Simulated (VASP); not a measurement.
# SiMo3 (Pm-3n) in VASP: notebook

SiMo3 is run at these levels: PBE; tasks: single point.

Program: VASP 6.6.1. These are calculated values, not measurements. Logs are shortened: lines on timing, memory, paths and dates and some standing lists are left out, and cuts for length are marked.

### 1 The cell of the first run

The structure is cubic, space group Pm-3n (No. 223). The conventional cell has a = 4.702 Å, b = 4.702 Å, c = 4.702 Å, α = 90.00°, β = 90.00°, γ = 90.00°. Si (site symmetry m-3) has 12 Mo at 2.63 Å within 3.5 Å. Within 3.1 Å of Mo (site symmetry -4m2) lie 10 Mo at 2.35 to 2.88 Å and 4 Si at 2.63 Å.

### 2 Single point, PBE (volume scaled by 0.88)

INCAR

```
  PREC = Accurate
  ENCUT = 520
  EDIFF = 1E-6
  ISMEAR = 0
  SIGMA = 0.1
  LREAL = False
  LASPH = True
  NELM = 100
  ALGO = Fast
  ISIF = 2
  LWAVE = False
  LCHARG = False
  GGA = PE
  NBANDS = 56
```

KPOINTS

```
Automatic mesh
0
Gamma
  8 8 8
```

POSCAR

```
SiMo3
1.0
    4.7017757623      0.0000000000      0.0000000000
    0.0000000000      4.7017757623      0.0000000000
    0.0000000000      0.0000000000      4.7017757623
Si Mo
2 6
Direct
    0.0000000000      0.0000000000      0.0000000000
    0.5000000000      0.5000000000      0.5000000000
    0.2500000000      0.0000000000      0.5000000000
    0.5000000000      0.7500000000      0.0000000000
    0.7500000000      0.0000000000      0.5000000000
    0.5000000000      0.2500000000      0.0000000000
    0.0000000000      0.5000000000      0.7500000000
    0.0000000000      0.5000000000      0.2500000000
```

Potentials or basis: VASP PAW PBE potentials, release 64 (Si, Mo_sv).

On the command line:

```sh
cat potpaw_PBE.64/Si/POTCAR potpaw_PBE.64/Mo_sv/POTCAR > POTCAR
mpirun -np 1 vasp_std > vasp.out
```

OUTCAR:

```text
PREC = Accurate
   ENCUT = 520
   EDIFF = 1E-6
   ISMEAR = 0
   LREAL = False
   LASPH = True
   NELM = 100
   ISIF = 2
   GGA = PE

 ion  position               nearest neighbor table
   1  0.000  0.000  0.000-   3 2.63   4 2.63   5 2.63   6 2.63   7 2.63   8 2.63   3 2.63   5 2.63
                             7 2.63   8 2.63   4 2.63   6 2.63
   2  0.500  0.500  0.500-   3 2.63   4 2.63   5 2.63   6 2.63   7 2.63   8 2.63   4 2.63   6 2.63
                             3 2.63   5 2.63   7 2.63   8 2.63
   3  0.250  0.000  0.500-   5 2.35   5 2.35   1 2.63   1 2.63   2 2.63   2 2.63   4 2.88   6 2.88
                             6 2.88   4 2.88   8 2.88   7 2.88   8 2.88   7 2.88
   4  0.500  0.750  0.000-   6 2.35   6 2.35   1 2.63   2 2.63   2 2.63   1 2.63   3 2.88   5 2.88
                             3 2.88   5 2.88   8 2.88   7 2.88   7 2.88   8 2.88
   5  0.750  0.000  0.500-   3 2.35   3 2.35   1 2.63   1 2.63   2 2.63   2 2.63   4 2.88   6 2.88
                             6 2.88   4 2.88   8 2.88   7 2.88   8 2.88   7 2.88
   6  0.500  0.250  0.000-   4 2.35   4 2.35   1 2.63   2 2.63   2 2.63   1 2.63   3 2.88   5 2.88
                             5 2.88   3 2.88   8 2.88   7 2.88   7 2.88   8 2.88
   7  0.000  0.500  0.750-   8 2.35   8 2.35   1 2.63   2 2.63   1 2.63   2 2.63   3 2.88   4 2.88
                             5 2.88   3 2.88   5 2.88   6 2.88   4 2.88   6 2.88
   8  0.000  0.500  0.250-   7 2.35   7 2.35   1 2.63   2 2.63   1 2.63   2 2.63   3 2.88   4 2.88
                             5 2.88   3 2.88   5 2.88   6 2.88   4 2.88   6 2.88

  LATTYP: Found a simple cubic cell.
 ALAT       =     4.7017757623

  Lattice vectors:

 A1 = (   4.7017757623,   0.0000000000,   0.0000000000)
 A2 = (   0.0000000000,   4.7017757623,   0.0000000000)
 A3 = (   0.0000000000,   0.0000000000,   4.7017757623)

Analysis of symmetry for initial positions (statically):
=====================================================================
 Subroutine PRICEL returns:
 Original cell was already a primitive cell.

 Routine SETGRP: Setting up the symmetry group for a
 simple cubic supercell.

 Subroutine GETGRP returns: Found 48 space group operations
 (whereof 24 operations were pure point group operations)
 out of a pool of 48 trial point group operations.

The static configuration has the point symmetry T_h .
 The point group associated with its full space group is O_h .

Analysis of symmetry for dynamics (positions and initial velocities):
=====================================================================
 Subroutine PRICEL returns:
 Original cell was already a primitive cell.

 Routine SETGRP: Setting up the symmetry group for a
 simple cubic supercell.

 Subroutine GETGRP returns: Found 48 space group operations
 (whereof 24 operations were pure point group operations)
[... 122 lines left out ...]
   ISYM   =      2    0-nonsym 1-usesym 2-fastsym
   POTIM  = 0.5000    time-step for ionic-motion
   TEBEG  =    0.0;   TEEND  =   0.0 temperature during run
   PSTRESS=    0.0 pullay stress
   NELECT =      92.0000    total number of electrons
   NUPDOWN=      -1.0000    fix difference up-down
   EMIN   =  10.00;   EMAX   =-10.00  energy-range for DOS
   EFERMI =   0.00;   METHOD = LEGACY
   ISMEAR =     0;   SIGMA  =   0.10  broadening in eV -4-tet -1-fermi 0-gaus
   EFERMI_NEDOS =   21; number of points for ismear=-14 and -15
   IALGO  =     68    algorithm
   IMIX   =      4    mixing-type and parameters
     AMIX     =   0.40;   BMIX     =  1.00
     AMIX_MAG =   1.60;   BMIX_MAG =  1.00
  volume/ion in A,a.u.               =      12.99        87.68
  Fermi-wavevector in a.u.,A,eV,Ry     =   1.571842  2.970350 33.615737  2.470687
  Thomas-Fermi vector in A             =   2.673365
   LORBIT       =      0    0 simple, 1 ext, 2 COOP (PROOUT), +10 PAW based schemes
   GGA     = PE    functional components
   LHFCALC =     F    Hartree Fock is set to
   AEXX    =    0.0000 exact exchange contribution
   IVDW    =     0    specifies the selected vdW correction
   LEPSILON=     F    determine dielectric tensor
   LRPA    =     F    only Hartree local field effects (RPA)
 non-spin polarized calculation
 RMM-DIIS sequential band-by-band and
 Gauss-broadening in eV      SIGMA  =   0.10
  energy-cutoff  :      520.00
  volume of cell :      103.94
 maximum number of plane-waves:      2829
 NGX is ok and might be reduce to    36
   NGX = 17   NGY = 17   NGZ = 17

 number of electron      91.9999988 magnetization

 Free energy of the ion-electron system (eV)
  ---------------------------------------------------
  ext. energy  EPLUGINS =         0.00000000
  ---------------------------------------------------
  free energy    TOTEN  =       -77.28194190 eV

  energy without entropy =      -77.26195942  energy(sigma->0) =      -77.27195066

 E-fermi :  14.7102     XC(G=0): -13.7535

 val. band max:       14.7010744168   @ k =   0.3750   0.2500   0.0000
 cond. band min:      14.7237959296   @ k =   0.5000   0.2500   0.1250
 fundamental gap:      0.0227215128
 Fermi energy:        14.7102255669

 k-point     1 :       0.0000    0.0000    0.0000
  band No.  band energies     occupation
      1     -46.6453      2.00000
      2     -46.4550      2.00000
      3     -46.4550      2.00000
      4     -45.9668      2.00000
      5     -45.9668      2.00000
      6     -45.9668      2.00000
[... 1405 lines left out ...]
     55      17.2321      0.00000
     56      17.6680      0.00000

 [... further k-points ...]
[... 5 lines left out ...]
  --------------------------------------------------------------------------------------
  -------------------------------------------------------------------------------------
  Total       27.6684432     27.6684432     27.6684432      0.0000000     -0.0000000      0.0000000
  in kB      426.4907013    426.4907013    426.4907013      0.0000000     -0.0000000      0.0000000
  external PRESSURE =     426.4907013 kB  Pullay stress =       0.0000000 kB

 VOLUME and BASIS-vectors are now :
 -----------------------------------------------------------------------------
  energy-cutoff  :      520.00
  volume of cell :      103.94
      direct lattice vectors                 reciprocal lattice vectors
     4.701775762  0.000000000  0.000000000     0.212685600  0.000000000  0.000000000
     0.000000000  4.701775762  0.000000000     0.000000000  0.212685600  0.000000000
     0.000000000  0.000000000  4.701775762     0.000000000  0.000000000  0.212685600

 POSITION                                       TOTAL-FORCE (eV/Angst)
 -----------------------------------------------------------------------------------
      0.00000      0.00000      0.00000         0.000000      0.000000      0.000000
      2.35089      2.35089      2.35089         0.000000      0.000000      0.000000
      1.17544      0.00000      2.35089        -0.000000     -0.000000      0.000000
      2.35089      3.52633      0.00000         0.000000      0.000000      0.000000
      3.52633      0.00000      2.35089         0.000000      0.000000     -0.000000
      2.35089      1.17544      0.00000        -0.000000      0.000000     -0.000000
      0.00000      2.35089      3.52633         0.000000      0.000000      0.000000
      0.00000      2.35089      1.17544        -0.000000     -0.000000     -0.000000
 -----------------------------------------------------------------------------------
    total drift:                                0.000000      0.000000     -0.000000

  FREE ENERGIE OF THE ION-ELECTRON SYSTEM (eV)
  ---------------------------------------------------
  free  energy   TOTEN  =       -77.2819419010 eV

  energy  without entropy=      -77.2619594169  energy(sigma->0) =      -77.27195066
```

OSZICAR:

```text
N       E                     dE             d eps       ncg     rms          rms(c)
DAV:   1     0.114389207493E+04    0.11439E+04   -0.56303E+04  3936   0.172E+03
DAV:   2    -0.302152024732E+02   -0.11741E+04   -0.11421E+04  4232   0.539E+02
DAV:   3    -0.799584624311E+02   -0.49743E+02   -0.48194E+02  5032   0.102E+02
DAV:   4    -0.808947034127E+02   -0.93624E+00   -0.92717E+00  4672   0.118E+01
DAV:   5    -0.809116327566E+02   -0.16929E-01   -0.16912E-01  4632   0.157E+00    0.571E+01
RMM:   6    -0.774945796366E+02    0.34171E+01   -0.98224E+00  3954   0.138E+01    0.210E+01
RMM:   7    -0.773445564417E+02    0.15002E+00   -0.39486E+00  4319   0.697E+00    0.266E+00
RMM:   8    -0.772935861419E+02    0.50970E-01   -0.75653E-01  4147   0.363E+00    0.229E+00
RMM:   9    -0.772790058837E+02    0.14580E-01   -0.14455E-01  4661   0.158E+00    0.389E-01
RMM:  10    -0.772832090673E+02   -0.42032E-02   -0.42098E-02  4980   0.544E-01    0.490E-01
RMM:  11    -0.772817960674E+02    0.14130E-02   -0.10626E-02  4593   0.411E-01    0.889E-02
RMM:  12    -0.772819258074E+02   -0.12974E-03   -0.16176E-03  5001   0.123E-01    0.689E-02
RMM:  13    -0.772819416625E+02   -0.15855E-04   -0.25732E-04  5163   0.469E-02    0.398E-02
RMM:  14    -0.772819413280E+02    0.33446E-06   -0.53924E-05  4376   0.206E-02    0.226E-02
RMM:  15    -0.772819417691E+02   -0.44108E-06   -0.29197E-05  3909   0.157E-02    0.700E-03
RMM:  16    -0.772819419010E+02   -0.13193E-06   -0.50029E-06  3650   0.650E-03
   1 F= -.77281942E+02 E0= -.77271951E+02  d E =-.199825E-01
```

It took 1.9 min on 1 thread of AMD EPYC 9R45 (Zen 5), shared host; peak memory 0.26 GiB.

What came out:

- Free energy: -77.2819 eV
- Pressure: 42.6 GPa
- Band gap on the k mesh: zero (band 46 reaches 16.15 eV, above the bottom of band 47 at 13.52 eV)

Levels at points of the mesh, in eV from the Fermi level:
| k point | band 42 | band 43 | band 44 | band 45 | band 46 | band 47 | band 48 | band 49 | band 50 | band 51 |
| --- | --- | --- | --- | --- | --- | --- | --- | --- | --- | --- |
| (0.00, 0.00, 0.00) | -2.53 | -1.81 | -1.81 | 1.44 | 1.44 | 1.44 | 2.74 | 2.81 | 2.84 | 3.04 |
| (0.50, 0.00, 0.00) | -2.79 | -1.84 | -1.84 | 0.41 | 0.41 | 1.00 | 1.00 | 1.73 | 1.73 | 1.77 |
| (0.50, 0.50, 0.00) | -1.54 | -1.42 | -0.89 | -0.89 | -0.87 | -0.72 | -0.71 | -0.03 | 0.39 | 0.84 |
| (0.50, 0.50, 0.50) | -2.14 | -1.19 | -1.19 | -1.19 | -1.19 | -1.19 | -1.19 | 1.45 | 1.45 | 1.45 |

### 3 Single point, PBE (volume scaled by 0.91)

INCAR

```
  PREC = Accurate
  ENCUT = 520
  EDIFF = 1E-7
  ISMEAR = 0
  SIGMA = 0.1
  LREAL = False
  LASPH = True
  NELM = 80
  ALGO = Fast
  ISIF = 2
  LWAVE = False
  LCHARG = True
  GGA = PE
  LELF = True
  LVHAR = True
  NBANDS = 56
```

KPOINTS

```
regular mesh
0
Gamma
  8 8 8
```

POSCAR, as its differences from that of step 2:

```diff
@@ -2,5 +2,5 @@
 1.0
-    4.7017757623      0.0000000000      0.0000000000
-    0.0000000000      4.7017757623      0.0000000000
-    0.0000000000      0.0000000000      4.7017757623
+    4.7546091256      0.0000000000      0.0000000000
+    0.0000000000      4.7546091256      0.0000000000
+    0.0000000000      0.0000000000      4.7546091256
 Si Mo
```

Potentials or basis: VASP PAW PBE potentials, release 64 (Si, Mo_sv).

On the command line:

```sh
cat potpaw_PBE.64/Si/POTCAR potpaw_PBE.64/Mo_sv/POTCAR > POTCAR
mpirun -np 1 vasp_std > vasp.out
```

Wall time 2.6 min (1 thread of AMD EPYC 9R45 (Zen 5), shared host); peak memory 0.27 GiB.

The run converged. Its results:

```yaml
Free_energy: -78.0770 eV
Pressure: 29.5 GPa
Band_gap_on_the_k_mesh: zero (band 46 reaches 15.52 eV, above the bottom of band 47 at 12.93 eV)
```

Levels at points of the mesh, in eV from the Fermi level:
| k point | band 43 | band 44 | band 45 | band 46 | band 47 | band 48 | band 49 | band 50 |
| --- | --- | --- | --- | --- | --- | --- | --- | --- |
| (0.00, 0.00, 0.00) | -1.74 | -1.74 | 1.38 | 1.38 | 1.38 | 2.54 | 2.66 | 2.67 |
| (0.50, 0.00, 0.00) | -1.80 | -1.80 | 0.35 | 0.35 | 0.99 | 0.99 | 1.66 | 1.66 |
| (0.50, 0.50, 0.00) | -1.33 | -0.89 | -0.89 | -0.82 | -0.74 | -0.64 | -0.06 | 0.34 |
| (0.50, 0.50, 0.50) | -1.20 | -1.20 | -1.20 | -1.20 | -1.20 | -1.20 | 1.40 | 1.40 |

### 4 Single point, PBE (volume scaled by 0.94)

INCAR

```
SYSTEM = SiMo3
  PREC = Accurate
  ENCUT = 520
  EDIFF = 1E-6
  ISMEAR = 0
  SIGMA = 0.1
  LREAL = .FALSE.
  LASPH = .TRUE.
  NELM = 100
  ALGO = Fast
  ISIF = 2
  LWAVE = .FALSE.
  LCHARG = .FALSE.
  GGA = PE
  NBANDS = 56
```

KPOINTS

```
regular mesh
0
G
  8 8 8
  0 0 0
```

POSCAR, as its differences from that of step 3:

```diff
@@ -2,5 +2,5 @@
 1.0
-    4.7546091256      0.0000000000      0.0000000000
-    0.0000000000      4.7546091256      0.0000000000
-    0.0000000000      0.0000000000      4.7546091256
+    4.8062937088      0.0000000000      0.0000000000
+    0.0000000000      4.8062937088      0.0000000000
+    0.0000000000      0.0000000000      4.8062937088
 Si Mo
```

On the command line:

```sh
cat potpaw_PBE.64/Si/POTCAR potpaw_PBE.64/Mo_sv/POTCAR > POTCAR
mpirun -np 1 vasp_std > vasp.out
```

It took 2.6 min on 1 thread of AMD EPYC 9R45 (Zen 5), shared host; peak memory 0.27 GiB.

Results (log left out):

- Free energy: -78.6026 eV
- Pressure: 18.2 GPa
- Band gap on the k mesh: zero (band 46 reaches 14.92 eV, above the bottom of band 47 at 12.39 eV)

Levels at points of the mesh, in eV from the Fermi level:
| k point | band 43 | band 44 | band 45 | band 46 | band 47 | band 48 | band 49 | band 50 |
| --- | --- | --- | --- | --- | --- | --- | --- | --- |
| (0.00, 0.00, 0.00) | -1.67 | -1.67 | 1.33 | 1.33 | 1.33 | 2.34 | 2.54 | 2.55 |
| (0.50, 0.00, 0.00) | -1.76 | -1.76 | 0.30 | 0.30 | 0.96 | 0.96 | 1.60 | 1.60 |
| (0.50, 0.50, 0.00) | -1.24 | -0.90 | -0.90 | -0.77 | -0.76 | -0.59 | -0.09 | 0.29 |
| (0.50, 0.50, 0.50) | -1.21 | -1.21 | -1.21 | -1.21 | -1.21 | -1.21 | 1.34 | 1.34 |

(Continued in part 2 of 2.)
